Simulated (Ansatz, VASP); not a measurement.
## One calculation of C, two programs

```
C
1.0
     0.00000    2.04724    3.34800
     1.18195    0.00000    3.34800
     1.18195    2.04724    0.00000
C
2
Direct
  0.16667 0.83333 0.16667
  0.83333 0.16667 0.83333
```

Change from the starting cell: strain -0.0375 x Voigt [1, 1, 0, 0, 0, 0], atoms carried along.

Alike in both runs: task single point; functional LDA; k mesh 14 × 14 × 14; occupations gaussian, width 0.05 eV; no spin polarisation.

|  | VASP | Ansatz |
| --- | --- | --- |
| version | VASP 6.6.1 | Ansatz 0.2.0 |
| potentials or method | VASP PAW LDA potentials, release 64 (C), cutoff 520 eV | scalar-relativistic, plane waves, PAW |
| valence electrons in the cell | 8 | 8 |

VASP gave:

- gap on the k mesh at the Fermi level (eV): 0.48
- least direct gap on the mesh (eV): 0.59
- pressure (GPa): 34.4
- traceless stress, the component that is largest in VASP (GPa): -34.62
- rms of the force components (eV/Å): 0.018

**Question.** Estimate Ansatz's values.

**Answer.** gap on the k mesh at the Fermi level (eV): 0.48; least direct gap on the mesh (eV): 0.59; pressure (GPa): 33.6; traceless stress, the component that is largest in VASP (GPa): -33.66; rms of the force components (eV/Å): 0.018.

LDA's correlation is that of Perdew and Zunger in VASP and of Perdew and Wang (1992) in Ansatz. Atom by atom the forces differ by 0.000 eV/Å (rms over components). Both programs put the cell under a high pressure, so it lies far from rest at this level.
